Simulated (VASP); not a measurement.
Set up this calculation in VASP 6.6.1, as the native input.

| Quantity | Value |
| --- | --- |
| Task | single point |
| Functional | LDA |
| Potentials or basis | VASP PAW LDA potentials, release 64 (Cs_sv, Ge_d, Br) |
| Cutoff | 520 eV |
| k mesh | 6 × 6 × 6 |
| Occupations | gaussian, width 0.05 eV |
| Spin | no spin polarisation |
| Dipole correction | no |
| Further INCAR settings | ALGO = Normal; EDIFF = 1e-06; NBANDS = 30 |

The structure of CsGeBr3 lies in POSCAR:

```
CsGeBr3
1.0
    5.9759933112      0.0000000000      0.0000000000
    0.0000000000      5.9759933112      0.0000000000
    0.0000000000      0.0000000000      5.0906609688
Cs Ge Br
1 1 3
Direct
    0.0000000000      0.0000000000      0.0000000000
    0.5000000000      0.5000000000      0.5000000000
    0.5000000000      0.5000000000      0.0000000000
    0.5000000000      0.0000000000      0.5000000000
    0.0000000000      0.5000000000      0.5000000000
```

This cell differs from its parent crystal: strain +0.080 along x and y, -0.080 along z.

One way to write it, as run:

INCAR

```
SYSTEM = CsGeBr3
ALGO = Normal
EDIFF = 1E-6
ENCUT = 520
GGA = CA
ISIF = 2
ISMEAR = 0
LASPH = .True.
LCHARG = .False.
LREAL = .False.
LWAVE = .False.
NBANDS = 30
NELM = 80
PREC = Accurate
SIGMA = 0.05
```

KPOINTS

```
k-points
0
Gamma
  6 6 6
  0 0 0
```

Potentials or basis: VASP PAW LDA potentials, release 64 (Cs_sv, Ge_d, Br).

Run with:

```bash
$ cat potpaw_LDA.64/Cs_sv/POTCAR potpaw_LDA.64/Ge_d/POTCAR potpaw_LDA.64/Br/POTCAR > POTCAR
$ mpirun -np 1 vasp_std > vasp.out
```

It gave:

```yaml
Pressure: -2.2 GPa
Band_gap_on_the_k_mesh: 0.13 eV
```

Caveat: the cell differs from its parent crystal (strain +0.080 along x and y, -0.080 along z); the stress differs along the axes, from -4 to 2 GPa; spin-orbit coupling is left out, which moves the levels of the heavy elements.

Wall time 2.5 min on 1 thread of AMD EPYC 7R13 Processor (Zen 3) (shared host), peak memory 0.34 GiB.
